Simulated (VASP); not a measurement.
Li, 1 atom in the cell. The structure is cubic, space group Im-3m (No. 229). Conventional cell: a = 2.887 Å, b = 2.887 Å, c = 2.887 Å, α = 90.00°, β = 90.00°, γ = 90.00°. Within 3.3 Å of Li (site symmetry m-3m) lie 14 Li at 2.50 to 2.89 Å. 

* Program: VASP 6.6.1
* Task: single point
* Functional: PBEsol
* Potentials or basis: VASP PAW PBE potentials, release 64 (Li_sv)
* Cutoff: 520 eV
* k mesh: 19 × 19 × 19
* Occupations: fermi-dirac, width 0.08 eV
* Spin: no spin polarisation
* Dipole correction: no
* Further INCAR settings: ALGO = Normal; EDIFF = 1e-06; NBANDS = 8

Potentials or basis: VASP PAW PBE potentials, release 64 (Li_sv).

Command:

```bash
$ cat potpaw_PBE.64/Li_sv/POTCAR > POTCAR
$ mpirun -np 1 vasp_std > vasp.out
```

Hardware: 1 thread of Intel(R) Xeon(R) 6975P-C (Granite Rapids) (shared host).

Question: Estimate the wall time of this run.

Answer: Wall time 9.2 s on 1 thread of Intel(R) Xeon(R) 6975P-C (Granite Rapids), on a shared host, peak memory 0.12 GiB. Counts: scf iterations 11, k points 220.
